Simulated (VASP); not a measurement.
Input of a VASP 6.6.1 run:

File INCAR:

```
SYSTEM = BAs
  ALGO = Normal
  EDIFF = 1E-6
  ENCUT = 520
  ISIF = 2
  ISMEAR = -1
  LASPH = .TRUE.
  LCHARG = .FALSE.
  LREAL = .FALSE.
  LWAVE = .FALSE.
  NBANDS = 11
  NELM = 80
  PREC = Accurate
  SIGMA = 0.03
```

KPOINTS

```
k-points
0
G
  15 15 15
  0 0 0
```

The input POSCAR:

```
BAs
1.0
    0.0000000000      2.3885000000      2.3646150000
    2.3885000000      0.0000000000      2.3646150000
    2.3885000000      2.3885000000      0.0000000000
B As
1 1
Direct
    0.0000000000      0.0000000000      0.0000000000
    0.7500000000      0.7500000000      0.7500000000
```

Potentials or basis: VASP PAW LDA potentials, release 64 (B, As).

The run is started by

```bash
$ cat potpaw_LDA.64/B/POTCAR potpaw_LDA.64/As/POTCAR > POTCAR
$ mpirun -np 1 vasp_std > vasp.out
```

Task: What does it give for the pressure?

Result: -1.7 GPa.

Task: What does it give for the band gap on the k mesh?

Result: 0.96 eV (least direct gap 3.16 eV).

Stress tensor (GPa, compression positive):
```
-2.39  0.00  0.00
 0.00 -2.39  0.00
 0.00  0.00 -0.32
```

Caveat: the cell differs from its parent crystal (zz strain of -1 %); an odd mesh through Γ misses points on the zone boundary, where band edges can lie.
